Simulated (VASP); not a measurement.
# HfN in VASP: a series of runs

The runs below take HfN through single point, with PBE.

Program: VASP 6.6.1. These are calculated values, not measurements. Logs are shortened: lines on timing, memory, paths and dates and some standing lists are left out, and cuts for length are marked.

## (1) The cell of the first run

The structure is tetragonal, space group I4/mmm (No. 139). Conventional cell: a = 3.296 Å, b = 3.296 Å, c = 4.775 Å, α = 90.00°, β = 90.00°, γ = 90.00°. Within 3.1 Å of Hf (site symmetry 4/mmm) lie 6 N at 2.33 to 2.39 Å. N (site symmetry 4/mmm) has 6 Hf at 2.33 to 2.39 Å within 3.1 Å.

## (2) Single point, PBE (strain +0.025 along x and y, +0.050 along z)

File INCAR:

```
ALGO = Normal ; EDIFF = 1E-7
ENCUT = 520 ; GGA = PE
ISIF = 2 ; ISMEAR = 0
LASPH = True ; LCHARG = True
LELF = True ; LREAL = False
LVHAR = True ; LWAVE = False
NBANDS = 14 ; NELM = 80
PREC = Accurate ; SIGMA = 0.15
```

File KPOINTS:

```
k-points
0
Gamma
  22 22 22
```

File POSCAR:

```
HfN
1.0
    0.0000000000      2.3307439726      2.3875913865
    2.3307439726      0.0000000000      2.3875913865
    2.3307439726      2.3307439726      0.0000000000
Hf N
1 1
Direct
    0.0000000000      0.0000000000      0.0000000000
    0.5000000000      0.5000000000      0.5000000000
```

Potentials or basis: VASP PAW PBE potentials, release 64 (Hf_pv, N).

Launch:

```
$ cat potpaw_PBE.64/Hf_pv/POTCAR potpaw_PBE.64/N/POTCAR > POTCAR
$ mpirun -np 1 vasp_std > vasp.out
```

OUTCAR:

```text
EDIFF = 1E-7
   ENCUT = 520
   GGA = PE
   ISIF = 2
   ISMEAR = 0
   LASPH = True
   LREAL = False
   NELM = 80
   PREC = Accurate

 ion  position               nearest neighbor table
   1  0.000  0.000  0.000-   2 2.33   2 2.33   2 2.33   2 2.33   2 2.39   2 2.39
   2  0.500  0.500  0.500-   1 2.33   1 2.33   1 2.33   1 2.33   1 2.39   1 2.39

  LATTYP: Found a body centered tetragonal cell.
 ALAT       =     3.2961697365
 C/A-ratio  =     1.4487065760

  Lattice vectors:

 A1 = (  -2.3307439726,   0.0000000000,   2.3875913865)
 A2 = (   2.3307439726,   0.0000000000,   2.3875913865)
 A3 = (   0.0000000000,   2.3307439726,  -2.3875913865)

Analysis of symmetry for initial positions (statically):
=====================================================================
 Subroutine PRICEL returns:
 Original cell was already a primitive cell.

 Routine SETGRP: Setting up the symmetry group for a
 body centered tetragonal supercell.

 Subroutine GETGRP returns: Found 16 space group operations
 (whereof 16 operations were pure point group operations)
 out of a pool of 16 trial point group operations.

The static configuration has the point symmetry D_4h.

Analysis of symmetry for dynamics (positions and initial velocities):
=====================================================================
 Subroutine PRICEL returns:
 Original cell was already a primitive cell.

 Routine SETGRP: Setting up the symmetry group for a
 body centered tetragonal supercell.

 Subroutine GETGRP returns: Found 16 space group operations
 (whereof 16 operations were pure point group operations)
 out of a pool of 16 trial point group operations.

The dynamic configuration has the point symmetry D_4h.

 Subroutine INISYM returns: Found 16 space group operations
 (whereof 16 operations are pure point group operations),
 and found     1 'primitive' translations

----------------------------------------------------------------------------------------

                                     Primitive cell

  volume of cell :      25.9405

  direct lattice vectors                    reciprocal lattice vectors
     0.000000000  2.330743973  2.387591387    -0.214523777  0.214523777  0.209416068
     2.330743973  0.000000000  2.387591387     0.214523777 -0.214523777  0.209416068
     2.330743973  2.330743973  0.000000000     0.214523777  0.214523777 -0.209416068

  length of vectors
     3.336609071  3.336609071  3.296169736     0.368640735  0.368640735  0.368640735

  position of ions in fractional coordinates (direct lattice)
     0.000000000  0.000000000  0.000000000
     0.500000000  0.500000000  0.500000000

  ion indices of the primitive-cell ions
   primitive index   ion index
                 1           1
                 2           2

----------------------------------------------------------------------------------------

 KPOINTS: k-points

Automatic generation of k-mesh.
 Grid dimensions read from file:
 generate k-points for:   22   22   22

 Generating k-lattice:

  Cartesian coordinates                     Fractional coordinates (reciprocal lattice)
    -0.009751081  0.009751081  0.009518912     0.045454545  0.000000000  0.000000000
     0.009751081 -0.009751081  0.009518912     0.000000000  0.045454545  0.000000000
     0.009751081  0.009751081 -0.009518912     0.000000000  0.000000000  0.045454545

  Length of vectors
     0.016756397  0.016756397  0.016756397

  Shift w.r.t. Gamma in fractional coordinates (k-lattice)
     0.000000000  0.000000000  0.000000000

 Subroutine IBZKPT returns following result:
 ===========================================

 Found    834 irreducible k-points:

 Following reciprocal coordinates:
            Coordinates               Weight
  0.000000  0.000000  0.000000      1.000000
  0.045455 -0.000000  0.000000      8.000000
  0.090909 -0.000000  0.000000      8.000000
  0.136364 -0.000000  0.000000      8.000000
  0.181818 -0.000000  0.000000      8.000000
  0.227273 -0.000000  0.000000      8.000000
[... 16 lines left out ...]
  0.500000  0.045455  0.000000      8.000000
 -0.454545  0.045455  0.000000      8.000000
 [... further k-points ...]
   k-points           NKPTS =    834   k-points in BZ     NKDIM =    834   number of bands    NBANDS=     14
   number of dos      NEDOS =    301   number of ions     NIONS =      2
   total plane-waves  NPLWV =  21952
   dimension x,y,z NGX =    28 NGY =   28 NGZ =   28
   dimension x,y,z NGXF=    56 NGYF=   56 NGZF=   56
   ions per type =               1   1
   NGX,Y,Z   is equivalent  to a cutoff of  13.95, 13.95, 14.12 a.u.
   NGXF,Y,Z  is equivalent  to a cutoff of  27.90, 27.90, 28.24 a.u.
 SYSTEM =  unknown system
   PREC   = accura    normal or accurate (medium, high low for compatibility)
   ISTART =      0    job   : 0-new  1-cont  2-samecut
   ICHARG =      2    charge: 1-file 2-atom 10-const
   ISPIN  =      1    spin polarized calculation?
   LNONCOLLINEAR =      F non collinear calculations
   LSORBIT =      F    spin-orbit coupling
   LASPH  =      T    aspherical Exc in radial PAW
   ENCUT  =  520.0 eV  38.22 Ry    6.18 a.u.   6.20  6.20  6.13*2*pi/ulx,y,z
   NELM   =     80;   NELMIN=  2; NELMDL= -5     # of ELM steps
   EDIFF  = 0.1E-06   stopping-criterion for ELM
   LREAL  =      F    real-space projection
   EDIFFG = 0.1E-05   stopping-criterion for IOM
   NSW    =      0    number of steps for IOM
   IBRION =     -1    ionic relax: 0-MD 1-quasi-New 2-CG
   NFREE  =      0    steps in history (QN), initial steepest desc. (CG)
   ISIF   =      2    stress and relaxation
   ISYM   =      2    0-nonsym 1-usesym 2-fastsym
   POTIM  = 0.5000    time-step for ionic-motion
   TEBEG  =    0.0;   TEEND  =   0.0 temperature during run
   PSTRESS=    0.0 pullay stress
   NELECT =      15.0000    total number of electrons
   NUPDOWN=      -1.0000    fix difference up-down
   EMIN   =  10.00;   EMAX   =-10.00  energy-range for DOS
   EFERMI =   0.00;   METHOD = LEGACY
   ISMEAR =     0;   SIGMA  =   0.15  broadening in eV -4-tet -1-fermi 0-gaus
   EFERMI_NEDOS =   21; number of points for ismear=-14 and -15
   IALGO  =     38    algorithm
   IMIX   =      4    mixing-type and parameters
     AMIX     =   0.40;   BMIX     =  1.00
     AMIX_MAG =   1.60;   BMIX_MAG =  1.00
  volume/ion in A,a.u.               =      12.97        87.53
  Fermi-wavevector in a.u.,A,eV,Ry     =   1.363889  2.577376 25.309447  1.860192
  Thomas-Fermi vector in A             =   2.490252
   LORBIT       =      0    0 simple, 1 ext, 2 COOP (PROOUT), +10 PAW based schemes
   GGA     = PE    functional components
   LHFCALC =     F    Hartree Fock is set to
   AEXX    =    0.0000 exact exchange contribution
   IVDW    =     0    specifies the selected vdW correction
   LEPSILON=     F    determine dielectric tensor
   LRPA    =     F    only Hartree local field effects (RPA)
 non-spin polarized calculation
 Gauss-broadening in eV      SIGMA  =   0.15
  energy-cutoff  :      520.00
  volume of cell :       25.94
 maximum number of plane-waves:       717
 NGX is ok and might be reduce to    28
   NGX = 13   NGY = 13   NGZ = 13

 number of electron      15.0000001 magnetization

 Free energy of the ion-electron system (eV)
  ---------------------------------------------------
  ext. energy  EPLUGINS =         0.00000000
  ---------------------------------------------------
  free energy    TOTEN  =       -21.54791761 eV

  energy without entropy =      -21.54026960  energy(sigma->0) =      -21.54409361

 E-fermi :   7.3570     XC(G=0): -12.1234

 val. band max:        7.3531425751   @ k =   0.4091   0.2273   0.1364
 cond. band min:       7.3577599903   @ k =  -0.1818   0.0455   0.1364
 fundamental gap:      0.0046174153
 Fermi energy:         7.3570106681

 k-point     1 :       0.0000    0.0000    0.0000
  band No.  band energies     occupation
      1     -24.2688      2.00000
      2     -24.2305      2.00000
      3     -24.2305      2.00000
      4      -9.4503      2.00000
      5       4.4423      2.00000
      6       4.5116      2.00000
      7       4.5116      2.00000
      8       6.9129      1.99997
      9       7.1481      1.95113
     10       7.1481      1.95113
     11       7.9630      0.00000
     12       9.0558      0.00000
     13       9.2076      0.00000
     14      16.6527      0.00000

 k-point     2 :       0.0455   -0.0000    0.0000
  band No.  band energies     occupation
      1     -24.2746      2.00000
      2     -24.2393      2.00000
      3     -24.2315      2.00000
      4      -9.4131      2.00000
      5       4.2562      2.00000
      6       4.3675      2.00000
      7       4.4042      2.00000
      8       6.9810      1.99961
      9       7.1979      1.86648
     10       7.2068      1.84318
     11       8.1332      0.00000
     12       9.1940      0.00000
     13       9.3484      0.00000
     14      16.7935      0.00000

 k-point     3 :       0.0909   -0.0000    0.0000
  band No.  band energies     occupation
      1     -24.3015      2.00000
      2     -24.2549      2.00000
      3     -24.2344      2.00000
      4      -9.3038      2.00000
      5       3.7278      2.00000
      6       4.0764      2.00000
      7       4.1239      2.00000
      8       7.1378      1.96121
      9       7.3115      1.33219
     10       7.3701      0.90177
     11       8.5917      0.00000
     12       9.5774      0.00000
     13       9.7388      0.00000
     14      17.1980      0.00000

 k-point     4 :       0.1364   -0.0000    0.0000
  band No.  band energies     occupation
      1     -24.3567      2.00000
      2     -24.2660      2.00000
      3     -24.2389      2.00000
      4      -9.1291      2.00000
      5       3.0548      2.00000
      6       3.7030      2.00000
      7       3.7514      2.00000
      8       7.2909      1.46667
      9       7.5301      0.10270
     10       7.6185      0.01370
     11       9.2088      0.00000
     12      10.1347      0.00000
     13      10.3092      0.00000
     14      17.8109      0.00000

 k-point     5 :       0.1818   -0.0000    0.0000
  band No.  band energies     occupation
      1     -24.4307      2.00000
      2     -24.2761      2.00000
      3     -24.2448      2.00000
      4      -8.8995      2.00000
      5       2.3408      2.00000
      6       3.3066      2.00000
      7       3.3514      2.00000
      8       7.4446      0.40866
      9       7.8645      0.00000
     10       7.9404      0.00000
     11       9.8831      0.00000
[... 276 lines left out ...]
 k-point    22 :       0.4545    0.0455    0.0000
  band No.  band energies     occupation
      1     -24.8260      2.00000
      2     -24.3291      2.00000
      3     -24.2827      2.00000
      4      -7.4453      2.00000
      5      -0.6434      2.00000
      6       1.7894      2.00000
      7       1.8743      2.00000
      8       9.4898      0.00000
      9      10.2786      0.00000
     10      10.3806      0.00000
     11      11.7090      0.00000
     12      14.4531      0.00000
     13      14.6162      0.00000
     14      17.5384      0.00000

 k-point    23 :       0.5000    0.0455    0.0000
  band No.  band energies     occupation
      1     -24.8454      2.00000
      2     -24.3342      2.00000
      3     -24.2820      2.00000
      4      -7.3529      2.00000
      5      -0.7867      2.00000
      6       1.7496      2.00000
      7       1.7872      2.00000
      8      10.0142      0.00000
      9      10.2848      0.00000
     10      10.4533      0.00000
     11      11.5425      0.00000
     12      14.5666      0.00000
     13      15.0149      0.00000
     14      17.5187      0.00000

 k-point    24 :      -0.4545    0.0455    0.0000
  band No.  band energies     occupation
      1     -24.8423      2.00000
      2     -24.3364      2.00000
      3     -24.2792      2.00000
      4      -7.3630      2.00000
      5      -0.7673      2.00000
      6       1.7703      2.00000
      7       1.7795      2.00000
      8       9.8792      0.00000
      9      10.3318      0.00000
     10      10.4348      0.00000
     11      11.5612      0.00000
     12      14.3853      0.00000
     13      15.1153      0.00000
     14      17.6165      0.00000

 [... further k-points ...]

------------------------ aborting loop because EDIFF is reached ----------------------------------------

  FORCE on cell =-STRESS in cart. coord.  units (eV):
  Direction    XX          YY          ZZ          XY          YZ          ZX
  --------------------------------------------------------------------------------------
  -------------------------------------------------------------------------------------
  Total       -3.3389929     -3.3389929     -4.3154467      0.0000000      0.0000000      0.0000000
  in kB     -206.2276745   -206.2276745   -266.5368132      0.0000000      0.0000000      0.0000000
  external PRESSURE =    -226.3307207 kB  Pullay stress =       0.0000000 kB

 VOLUME and BASIS-vectors are now :
 -----------------------------------------------------------------------------
  energy-cutoff  :      520.00
  volume of cell :       25.94
      direct lattice vectors                 reciprocal lattice vectors
     0.000000000  2.330743973  2.387591387    -0.214523777  0.214523777  0.209416068
     2.330743973  0.000000000  2.387591387     0.214523777 -0.214523777  0.209416068
     2.330743973  2.330743973  0.000000000     0.214523777  0.214523777 -0.209416068

 POSITION                                       TOTAL-FORCE (eV/Angst)
 -----------------------------------------------------------------------------------
      0.00000      0.00000      0.00000         0.000000      0.000000      0.000000
      2.33074      2.33074      2.38759        -0.000000     -0.000000      0.000000
 -----------------------------------------------------------------------------------
    total drift:                                0.000000      0.000000      0.000000

  FREE ENERGIE OF THE ION-ELECTRON SYSTEM (eV)
  ---------------------------------------------------
  free  energy   TOTEN  =       -21.5479176095 eV

  energy  without entropy=      -21.5402696038  energy(sigma->0) =      -21.54409361
```

It took 3.3 min on 1 thread of AMD EPYC 9R45 (Zen 5), shared host; peak memory 0.4 GiB.

Results:

- Free energy: -21.5479 eV
- Pressure: -22.6 GPa
- Band gap on the k mesh: zero (an odd number of electrons rules out a gap without spin polarisation)

Stress tensor (GPa, compression positive):
```
-20.62   0.00   0.00
  0.00 -20.62   0.00
  0.00   0.00 -26.65
```

Caveat: the cell differs from its parent crystal (strain +0.025 along x and y, +0.050 along z); the cell stands under tension; spin-orbit coupling is left out, which moves the levels of the heavy elements.

## (3) Single point, PBE (strain +0.050 along x and y, +0.025 along z)

File INCAR:

```
PREC     = Accurate       # precision mode
ENCUT    = 520            # plane-wave cutoff, eV
EDIFF    = 1E-6           # SCF threshold, eV
ISMEAR   = 0              # smearing method
SIGMA    = 0.15           # smearing width, eV
LREAL    = False          # projectors in reciprocal space
LASPH    = True           # aspherical terms in the spheres
NELM     = 80             # most SCF steps
ALGO     = Normal         # electronic algorithm
ISIF     = 2              # what is computed and relaxed
LWAVE    = False          # write WAVECAR
LCHARG   = False          # write CHGCAR
GGA      = PE             # functional
NBANDS   = 14             # bands
```

File KPOINTS:

```
Automatic mesh
0
Gamma
  22 22 22
```

File POSCAR:

```
HfN
1.0
    0.0000000000      2.3875913865      2.3307439726
    2.3875913865      0.0000000000      2.3307439726
    2.3875913865      2.3875913865      0.0000000000
Hf N
1 1
Direct
    0.0000000000      0.0000000000      0.0000000000
    0.5000000000      0.5000000000      0.5000000000
```

Potentials or basis: VASP PAW PBE potentials, release 64 (Hf_pv, N).

Launch:

```
$ cat potpaw_PBE.64/Hf_pv/POTCAR potpaw_PBE.64/N/POTCAR > POTCAR
$ mpirun -np 1 vasp_std > vasp.out
```

Run time: 2.4 min. Hardware: 1 thread of AMD EPYC 9R45 (Zen 5), shared host; peak memory 0.4 GiB.

Results (log left out):

- Free energy: -21.4508 eV
- Pressure: -26.3 GPa
- Band gap on the k mesh: zero (an odd number of electrons rules out a gap without spin polarisation)

Stress tensor (GPa, compression positive):
```
-28.25   0.00   0.00
  0.00 -28.25   0.00
  0.00   0.00 -22.51
```

Levels at points of the mesh, in eV from the Fermi level:
| k point | band 6 | band 7 | band 8 | band 9 | band 10 | band 11 |
| --- | --- | --- | --- | --- | --- | --- |
| (0.00, 0.00, 0.00) | -2.85 | -2.78 | -0.35 | -0.35 | -0.13 | 0.47 |
| (0.50, 0.00, 0.00) | -5.49 | -5.49 | 2.67 | 2.98 | 3.11 | 3.73 |
| (0.50, 0.50, 0.00) | -3.62 | -3.62 | -3.25 | 3.38 | 4.06 | 4.51 |
| (0.50, 0.00, 0.50) | -3.55 | -3.50 | -3.19 | 3.28 | 4.19 | 4.35 |

Caveat: the cell differs from its parent crystal (strain +0.050 along x and y, +0.025 along z); the cell stands under tension; spin-orbit coupling is left out, which moves the levels of the heavy elements.

## (4) Single point, PBE (strain -0.050 along x and y, -0.050 along z)

File INCAR:

```
SYSTEM = HfN
ALGO = Normal
EDIFF = 1E-6
ENCUT = 520
GGA = PE
ISIF = 2
ISMEAR = 0
LASPH = .TRUE.
LCHARG = .FALSE.
LREAL = .FALSE.
LWAVE = .FALSE.
NBANDS = 14
NELM = 60
PREC = Accurate
SIGMA = 0.15
```

File KPOINTS:

```
k-points
0
G
  22 22 22
  0 0 0
```

File POSCAR:

```
HfN
1.0
    0.0000000000      2.1602017307      2.1602017307
    2.1602017307      0.0000000000      2.1602017307
    2.1602017307      2.1602017307      0.0000000000
Hf N
1 1
Direct
    0.0000000000      0.0000000000      0.0000000000
    0.5000000000      0.5000000000      0.5000000000
```

Launch:

```
$ cat potpaw_PBE.64/Hf_pv/POTCAR potpaw_PBE.64/N/POTCAR > POTCAR
$ mpirun -np 1 vasp_std > vasp.out
```

It took 43 s on 1 thread of Intel Xeon Platinum 8488C (Sapphire Rapids), shared host; peak memory 0.22 GiB.

The run converged. Its results:

```yaml
Free_energy: -21.2953 eV
Pressure: 53.7 GPa
Band_gap_on_the_k_mesh: zero (an odd number of electrons rules out a gap without spin polarisation)
```

Levels at points of the mesh, in eV from the Fermi level:
```tsv
k point	band 5	band 6	band 7	band 8	band 9	band 10	band 11	band 12
(0.00, 0.00, 0.00)	-3.18	-3.18	-3.18	-0.45	-0.45	-0.45	2.30	2.30
(0.50, 0.00, 0.00)	-9.69	-6.90	-6.90	3.93	4.42	4.42	5.18	10.57
(0.50, 0.50, 0.00)	-5.29	-4.47	-3.72	-3.72	4.86	6.63	6.63	7.32
```

Caveat: the cell differs from its parent crystal (strain -0.050 along x and y, -0.050 along z); the cell stands under pressure; spin-orbit coupling is left out, which moves the levels of the heavy elements.

(Part 1 of 2 ends here.)
